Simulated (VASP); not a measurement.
BP: single point with PBE

The system is BP.

```
CELL_PARAMETERS angstrom
0.00000 2.24631 2.26900
2.24631 0.00000 2.26900
2.24631 2.24631 0.00000
ATOMIC_POSITIONS crystal
B 0.00000 0.00000 0.00000
P 0.75000 0.75000 0.75000
```

This cell differs from its parent crystal: equal xx and yy strain of -1 %.

- Program: VASP 6.6.1
- Task: single point
- Functional: PBE
- Potentials or basis: VASP PAW PBE potentials, release 64 (B, P)
- Cutoff: 520 eV
- k mesh: 15 × 15 × 15
- Occupations: fermi-dirac, width 0.05 eV
- Spin: no spin polarisation
- Dipole correction: no
- Further INCAR settings: ALGO = Normal; EDIFF = 1e-06; NBANDS = 11

```json
{
  "Pressure": "4.3 GPa",
  "Band gap on the k mesh": "1.14 eV, indirect (least direct gap 3.38 eV)"
}
```

Stress tensor (GPa, compression positive):
```
5.26 0.00 0.00
0.00 5.26 0.00
0.00 0.00 2.49
```

Levels at points of the mesh, in eV from the valence-band top:
| k point | band 1 | band 2 | band 3 | band 4 | band 5 | band 6 | band 7 | band 8 | band 9 |
| --- | --- | --- | --- | --- | --- | --- | --- | --- | --- |
| (0.00, 0.00, 0.00) | -15.67 | -0.10 | 0.00 | 0.00 | 3.38 | 3.38 | 3.44 | 7.65 | 11.62 |

Run time: 26 s on 1 thread of Intel Xeon 6975P-C (shared host), peak memory 0.19 GiB.

Caveat: the cell differs from its parent crystal (equal xx and yy strain of -1 %). A k mesh can miss the band edges.
